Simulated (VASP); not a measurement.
Write the native input for VASP 6.6.1 that does the following.

| Item | Value |
| --- | --- |
| Task | single point |
| Functional | LDA |
| Potentials or basis | VASP PAW LDA potentials, release 64 (Ru_pv, C) |
| Cutoff | 520 eV |
| k mesh | 12 × 12 × 1 |
| Occupations | gaussian, width 0.1 eV |
| Spin | collinear spin |
| Starting moments | [0.0, 0.0, 0.0, 0.0, 0.0, 2.0] μB |
| Dipole correction | yes |
| Further INCAR settings | ALGO = Normal; EDIFF = 1e-06; NBANDS = 50 |

The structure of Ru5C lies in POSCAR:

```
Ru5C
1.0
    2.6740588505      0.0000000000      0.0000000000
   -1.3370294253      2.3158028958      0.0000000000
    0.0000000000      0.0000000000     25.3999246690
Ru C
5 1
Direct
    0.6666666667      0.3333333333      0.1574807820
    0.3333333333      0.6666666667      0.2406849853
    0.6666666667      0.3333333333      0.3240221034
    0.3333333333      0.6666666667      0.4078536871
    0.6666666667      0.3333333333      0.4881874585
    1.1666666667      0.3333333333      0.5405498185
```

These files were run (other wordings do the same):

INCAR

```
SYSTEM = Ru5C
ALGO = Normal
DIPOL = 0.5 0.5 0.360
EDIFF = 1E-6
ENCUT = 520
IDIPOL = 3
ISIF = 2
ISMEAR = 0
ISPIN = 2
KPAR = 4
LASPH = .True.
LCHARG = .False.
LDIPOL = .True.
LMAXMIX = 4
LORBIT = 11
LREAL = .False.
LWAVE = .False.
MAGMOM = 0 0 0 0 0 2
NBANDS = 50
NELM = 150
PREC = Accurate
SIGMA = 0.1
```

KPOINTS

```
k-points
0
Gamma
  12 12 1
  0 0 0
```

Potentials or basis: VASP PAW LDA potentials, release 64 (Ru_pv, C).

Run with:

```bash
$ cat potpaw_LDA.64/Ru_pv/POTCAR potpaw_LDA.64/C/POTCAR > POTCAR
$ mpirun -np 4 vasp_std > vasp.out
```

It gave:

```yaml
Largest_force: 2.699 eV/Å
Band_gap_on_the_k_mesh: zero (filled and empty bands overlap)
Net_moment: 0.00 μB per cell
Valence_electrons_inside_the_program's_atomic_spheres: Ru 12.59, 12.73, 12.74, 12.81, 13.12; C 2.25
```

Run time: 10 min on 4 MPI ranks on AMD EPYC 7R13 Processor (Zen 3), on a shared host, peak memory 0.54 GiB a rank.
